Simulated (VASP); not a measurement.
Runs of VASP 6.6.1 on HfO3. The structure is that of space group Fm-3m (No. 225), or close to it. The cells are those of the table. The cell was built from a structure type or drawn by symmetry, and may not be a known phase.

```tsv
task	cell	k mesh	cutoff (eV)	gap on the mesh (eV)	pressure (GPa)	relaxed volume (Å³/atom)
relaxation of cell and atoms	relaxed from a = 3.752 Å, angles 60.0°, 4 atoms	16 × 16 × 16	600	none	-0.1	9.21
single point	a = 4.314 Å, angles 60.0°, 4 atoms	6 × 6 × 6	520	none	(b)	-
single point	a = 3.752 Å, angles 60.0°, 4 atoms	16 × 16 × 16	520	none	-2.9	-
relaxation of cell and atoms	relaxed from a = 4.314 Å, angles 60.0°, 4 atoms	6 × 6 × 6	600	none	0.0	9.22
single point	a = 3.752 Å, angles 60.0°, 4 atoms	6 × 6 × 6	520	none	(a)	-
```

Alike in all rows: level PBE; potentials or basis VASP PAW PBE potentials, release 64 (Hf_pv, O); no spin polarisation; smearing gaussian 0.1 eV.

Fill in the values left out.

(a) -2.8; (b) -40.3.

Caveats: spin-orbit coupling is left out, which moves the levels of the heavy elements; the cell stands under tension (at least some runs); the volume moved by over 15 % at a fixed basis, so the end points are rough (at least some runs).

A k mesh can miss the band edges, and the runs leave out spin-orbit coupling on Hf.

A gap of «none» marks levels without a gap at the run's occupations.
